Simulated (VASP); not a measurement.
# NaF in VASP: a series of runs

Aim: see how the results for NaF move with the level of theory and the settings. Levels: PBE, r2SCAN. Tasks: single point.

Everything below comes from runs of VASP 6.6.1. Logs are shortened: lines on timing, memory, paths and dates and some standing lists are left out, and cuts for length are marked.

## 1. The cell of the first run

It takes space group I4/mmm (No. 139, tetragonal). The conventional cell has a = 3.332 Å, b = 3.332 Å, c = 4.552 Å, α = 90.00°, β = 90.00°, γ = 90.00°. Na (site symmetry 4/mmm) has 6 F at 2.28 to 2.36 Å within 3.0 Å. F (site symmetry 4/mmm) has 6 Na at 2.28 to 2.36 Å within 3.0 Å.

## 2. Single point, PBE (epitaxial xy strain +2.6%)

INCAR reads:

```
PREC     = Accurate       # precision mode
ENCUT    = 520            # plane-wave cutoff, eV
EDIFF    = 1E-6           # SCF threshold, eV
ISMEAR   = -1             # smearing method
SIGMA    = 0.02           # smearing width, eV
LREAL    = F              # projectors in reciprocal space
LASPH    = T              # aspherical terms in the spheres
NELM     = 60             # most SCF steps
ALGO     = Normal         # electronic algorithm
ISIF     = 2              # what is computed and relaxed
LWAVE    = F              # write WAVECAR
LCHARG   = F              # write CHGCAR
GGA      = PE             # functional
NBANDS   = 14             # bands
```

KPOINTS reads:

```
regular mesh
0
Gamma
  10 10 10
```

POSCAR reads:

```
NaF
1.0
    0.0000000000      2.3559755828      2.2760802686
    2.3559755828      0.0000000000      2.2760802686
    2.3559755828      2.3559755828      0.0000000000
Na F
1 1
Direct
    0.0000000000      0.0000000000      0.0000000000
    0.5000000000      0.5000000000      0.5000000000
```

Potentials or basis: VASP PAW PBE potentials, release 64 (Na_pv, F).

Command:

```sh
$ cat potpaw_PBE.64/Na_pv/POTCAR potpaw_PBE.64/F/POTCAR > POTCAR
$ mpirun -np 1 vasp_std > vasp.out
```

OUTCAR:

```text
PREC = Accurate
   ENCUT = 520
   EDIFF = 1E-6
   ISMEAR = -1
   LREAL = F
   LASPH = T
   NELM = 60
   ISIF = 2
   GGA = PE

 ion  position               nearest neighbor table
   1  0.000  0.000  0.000-   2 2.28   2 2.28
   2  0.500  0.500  0.500-   1 2.28   1 2.28

  LATTYP: Found a body centered tetragonal cell.
 ALAT       =     3.3318526218
 C/A-ratio  =     1.3662550700

  Lattice vectors:

 A1 = (   0.0000000000,  -2.3559755828,  -2.2760802686)
 A2 = (   0.0000000000,   2.3559755828,  -2.2760802686)
 A3 = (   2.3559755828,   0.0000000000,   2.2760802686)

Analysis of symmetry for initial positions (statically):
=====================================================================
 Subroutine PRICEL returns:
 Original cell was already a primitive cell.

 Routine SETGRP: Setting up the symmetry group for a
 body centered tetragonal supercell.

 Subroutine GETGRP returns: Found 16 space group operations
 (whereof 16 operations were pure point group operations)
 out of a pool of 16 trial point group operations.

The static configuration has the point symmetry D_4h.

Analysis of symmetry for dynamics (positions and initial velocities):
=====================================================================
 Subroutine PRICEL returns:
 Original cell was already a primitive cell.

 Routine SETGRP: Setting up the symmetry group for a
 body centered tetragonal supercell.

 Subroutine GETGRP returns: Found 16 space group operations
 (whereof 16 operations were pure point group operations)
 out of a pool of 16 trial point group operations.

The dynamic configuration has the point symmetry D_4h.

 Subroutine INISYM returns: Found 16 space group operations
 (whereof 16 operations are pure point group operations),
 and found     1 'primitive' translations

----------------------------------------------------------------------------------------

                                     Primitive cell

  volume of cell :      25.2673

  direct lattice vectors                    reciprocal lattice vectors
     0.000000000  2.355975583  2.276080269    -0.212226308  0.212226308  0.219675908
     2.355975583  0.000000000  2.276080269     0.212226308 -0.212226308  0.219675908
     2.355975583  2.355975583  0.000000000     0.212226308  0.212226308 -0.219675908
[... 89 lines left out ...]
   NFREE  =      0    steps in history (QN), initial steepest desc. (CG)
   ISIF   =      2    stress and relaxation
   ISYM   =      2    0-nonsym 1-usesym 2-fastsym
   POTIM  = 0.5000    time-step for ionic-motion
   TEBEG  =    0.0;   TEEND  =   0.0 temperature during run
   PSTRESS=    0.0 pullay stress
   NELECT =      14.0000    total number of electrons
   NUPDOWN=      -1.0000    fix difference up-down
   EMIN   =  10.00;   EMAX   =-10.00  energy-range for DOS
   EFERMI =   0.00;   METHOD = LEGACY
   ISMEAR =    -1;   SIGMA  =   0.02  broadening in eV -4-tet -1-fermi 0-gaus
   EFERMI_NEDOS =   21; number of points for ismear=-14 and -15
   IALGO  =     38    algorithm
   IMIX   =      4    mixing-type and parameters
     AMIX     =   0.40;   BMIX     =  1.00
     AMIX_MAG =   1.60;   BMIX_MAG =  1.00
  volume/ion in A,a.u.               =      12.63        85.26
  Fermi-wavevector in a.u.,A,eV,Ry     =   1.344615  2.540953 24.599173  1.807988
  Thomas-Fermi vector in A             =   2.472594
   LORBIT       =      0    0 simple, 1 ext, 2 COOP (PROOUT), +10 PAW based schemes
   GGA     = PE    functional components
   LHFCALC =     F    Hartree Fock is set to
   AEXX    =    0.0000 exact exchange contribution
   IVDW    =     0    specifies the selected vdW correction
   LEPSILON=     F    determine dielectric tensor
   LRPA    =     F    only Hartree local field effects (RPA)
 non-spin polarized calculation
  energy-cutoff  :      520.00
  volume of cell :       25.27
 maximum number of plane-waves:       692
   NGX = 13   NGY = 13   NGZ = 13

 number of electron      13.9999991 magnetization

 Free energy of the ion-electron system (eV)
  ---------------------------------------------------
  ext. energy  EPLUGINS =         0.00000000
  ---------------------------------------------------
  free energy    TOTEN  =        -8.56069581 eV

  energy without entropy =       -8.56069581  energy(sigma->0) =       -8.56069581

 E-fermi :  -1.6610     XC(G=0):  -9.0798

 val. band max:       -2.1505742214   @ k =   0.0000   0.0000   0.0000
 cond. band min:       4.0623020617   @ k =   0.0000   0.0000   0.0000
 fundamental gap:      6.2128762831
 Fermi energy:        -1.6609574001

 k-point     1 :       0.0000    0.0000    0.0000
  band No.  band energies     occupation
      1     -21.3004      2.00000
      2     -21.1447      2.00000
      3     -21.1447      2.00000
      4     -21.1326      2.00000
      5      -2.1541      2.00000
      6      -2.1506      2.00000
      7      -2.1506      2.00000
      8       4.0623      0.00000
      9      16.6458      0.00000
     10      16.6458      0.00000
     11      16.8826      0.00000
     12      19.5564      0.00000
     13      21.2139      0.00000
     14      22.2121      0.00000
[... 377 lines left out ...]
      1     -21.6279      2.00000
      2     -21.1887      2.00000
      3     -21.1868      2.00000
      4     -20.6781      2.00000
      5      -3.2954      2.00000
      6      -2.5475      2.00000
      7      -2.5011      2.00000
      8       8.4021      0.00000
      9      11.4486      0.00000
     10      14.7524      0.00000
     11      17.0622      0.00000
     12      17.0819      0.00000
     13      23.1508      0.00000
     14      24.0049      0.00000

 [... further k-points ...]

------------------------ aborting loop because EDIFF is reached ----------------------------------------

  FORCE on cell =-STRESS in cart. coord.  units (eV):
  Direction    XX          YY          ZZ          XY          YZ          ZX
  --------------------------------------------------------------------------------------
  -------------------------------------------------------------------------------------
  Total        0.0503718      0.0503718      0.5280599      0.0000000      0.0000000     -0.0000000
  in kB        3.1940274      3.1940274     33.4837903      0.0000000      0.0000000     -0.0000000
  external PRESSURE =      13.2906150 kB  Pullay stress =       0.0000000 kB

 VOLUME and BASIS-vectors are now :
 -----------------------------------------------------------------------------
  energy-cutoff  :      520.00
  volume of cell :       25.27
      direct lattice vectors                 reciprocal lattice vectors
     0.000000000  2.355975583  2.276080269    -0.212226308  0.212226308  0.219675908
     2.355975583  0.000000000  2.276080269     0.212226308 -0.212226308  0.219675908
     2.355975583  2.355975583  0.000000000     0.212226308  0.212226308 -0.219675908

 POSITION                                       TOTAL-FORCE (eV/Angst)
 -----------------------------------------------------------------------------------
      0.00000      0.00000      0.00000        -0.000000      0.000000      0.000000
      2.35598      2.35598      2.27608         0.000000     -0.000000     -0.000000
 -----------------------------------------------------------------------------------
    total drift:                                0.000000     -0.000000      0.000000

  FREE ENERGIE OF THE ION-ELECTRON SYSTEM (eV)
  ---------------------------------------------------
  free  energy   TOTEN  =        -8.5606958094 eV

  energy  without entropy=       -8.5606958094  energy(sigma->0) =       -8.56069581
```

OSZICAR:

```text
N       E                     dE             d eps       ncg     rms          rms(c)
DAV:   1     0.109009114155E+03    0.10901E+03   -0.77259E+03  2898   0.123E+03
DAV:   2    -0.399084213506E+01   -0.11300E+03   -0.10536E+03  3174   0.341E+02
DAV:   3    -0.941698575530E+01   -0.54261E+01   -0.54163E+01  3522   0.684E+01
DAV:   4    -0.946099937939E+01   -0.44014E-01   -0.44012E-01  3240   0.659E+00
DAV:   5    -0.946145108196E+01   -0.45170E-03   -0.45170E-03  3570   0.669E-01    0.543E+00
DAV:   6    -0.856885663301E+01    0.89259E+00   -0.31222E+00  3432   0.147E+01    0.183E+00
DAV:   7    -0.855865466713E+01    0.10202E-01   -0.30466E-02  2928   0.204E+00    0.106E+00
DAV:   8    -0.856011991258E+01   -0.14652E-02   -0.29382E-02  3048   0.343E+00    0.151E-01
DAV:   9    -0.856080619018E+01   -0.68628E-03   -0.42706E-03  3630   0.601E-01    0.126E-01
DAV:  10    -0.856069799360E+01    0.10820E-03   -0.80895E-04  3066   0.325E-01    0.156E-02
DAV:  11    -0.856069536989E+01    0.26237E-05   -0.29171E-05  3540   0.757E-02    0.329E-03
DAV:  12    -0.856069580938E+01   -0.43950E-06   -0.15723E-06  3132   0.147E-02
   1 F= -.85606958E+01 E0= -.85606958E+01  d E =-.260930E-12
```

stdout:

```text
POSCAR found type information on POSCAR NaF
 POSCAR found :  2 types and       2 ions
 scaLAPACK will be used
 LDA part: xc-table for (Slater+PW92), standard interpolation
 POSCAR, INCAR and KPOINTS ok, starting setup
 FFT: planning ... GRIDC
 FFT: planning ... GRID_SOFT
 FFT: planning ... GRID
 WAVECAR not read
 entering main loop
```

Run time: 47 s. Hardware: 1 thread of Intel Xeon 8259CL, shared host; peak memory 0.16 GiB.

What came out:

| Quantity | Value |
| --- | --- |
| Free energy | -8.5607 eV |
| Pressure | 1.3 GPa |
| Band gap on the k mesh | 6.21 eV |

Caveat: the cell differs from its parent crystal (epitaxial xy strain +2.6%).

## 3. Single point, r2SCAN (epitaxial xy strain +2.6%)

POSCAR is that of step 2.

INCAR.step1 reads:

```
  PREC = Accurate
  ENCUT = 520
  ISMEAR = 0
  SIGMA = 0.01
  LREAL = False
  LASPH = True
  NELM = 100
  NBANDS = 14
  GGA = PE
  ALGO = Normal
  EDIFF = 1E-4
  LWAVE = True
  LCHARG = False
```

INCAR.step2 reads:

```
  PREC = Accurate
  ENCUT = 520
  EDIFF = 1E-7
  ISMEAR = 0
  SIGMA = 0.01
  LREAL = False
  LASPH = True
  NELM = 100
  ALGO = Normal
  ISIF = 2
  LWAVE = False
  LCHARG = False
  METAGGA = R2SCAN
  LMIXTAU = True
  NBANDS = 14
  ISTART = 1
```

KPOINTS reads:

```
Automatic mesh
0
Gamma
  10 10 10
```

Potentials or basis: VASP PAW PBE potentials, release 64 (Na_pv, F).

Command:

```sh
$ cat potpaw_PBE.64/Na_pv/POTCAR potpaw_PBE.64/F/POTCAR > POTCAR
$ cp INCAR.step1 INCAR
$ mpirun -np 1 vasp_std > vasp.out
$ cp INCAR.step2 INCAR
$ mpirun -np 1 vasp_std > vasp.out
```

It took 3.3 min on 1 thread of Intel Xeon 8259CL, shared host; peak memory 0.16 GiB.

The run converged. Its results:

```
Free energy            : -12.5889 eV
Pressure               : -2.5 GPa
Band gap on the k mesh : 7.08 eV
```

Stress tensor (GPa, compression positive):
```
-3.46  0.00  0.00
 0.00 -3.46  0.00
 0.00  0.00 -0.65
```

Levels at points of the mesh, in eV from the valence-band top:
```csv
k point,band 5,band 6,band 7,band 8,band 9,band 10
"(0.00, 0.00, 0.00)",0.00,0.00,0.00,7.08,19.60,19.60
"(0.50, 0.00, 0.00)",-1.52,-0.27,-0.25,11.52,13.27,20.92
"(0.50, 0.50, 0.00)",-1.20,-0.43,-0.43,13.63,14.24,14.78
"(0.50, 0.00, 0.50)",-1.26,-0.40,-0.35,13.77,13.98,14.64
```

Caveat: the cell differs from its parent crystal (epitaxial xy strain +2.6%); the PAW data sets were made with another functional, which shifts forces and pressure a little. A k mesh can miss the band edges.

[end of part 1 of 2]
